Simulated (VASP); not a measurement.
The system is Li2Se.

```
CELL_PARAMETERS angstrom
0.00000 2.99352 2.99352
2.99352 0.00000 2.99352
2.99352 2.99352 0.00000
ATOMIC_POSITIONS crystal
Se 0.00000 0.00000 0.00000
Li 0.25000 0.25000 0.25000
Li 0.75000 0.75000 0.75000
```

Base run:

```yaml
Program: VASP 6.6.1
Functional: PBE
Potentials_or_basis: VASP PAW PBE potentials, release 64 (Se, Li_sv)
Cutoff: 750 eV
k_mesh: 8 × 8 × 8
Occupations: gaussian, width 0.01 eV
Spin: no spin polarisation
```

Its results: band gap on the k mesh 2.97 eV, indirect (least direct gap 3.42 eV); pressure 0.3 GPa.

**Question.** The run is repeated on the same cell with these changes: functional from PBE to r2SCAN; cutoff from 750 eV to 830 eV; k mesh from 8 × 8 × 8 to 6 × 6 × 6. What comes out?

**Answer.** Band gap on the k mesh 3.46 eV, indirect (least direct gap 4.18 eV); pressure -0.2 GPa.

Several settings changed at once, so the effect can't be laid on one alone.

Caveats: the PAW data sets were made with another functional, which shifts forces and pressure a little (some runs).

A k mesh can miss the band edges.
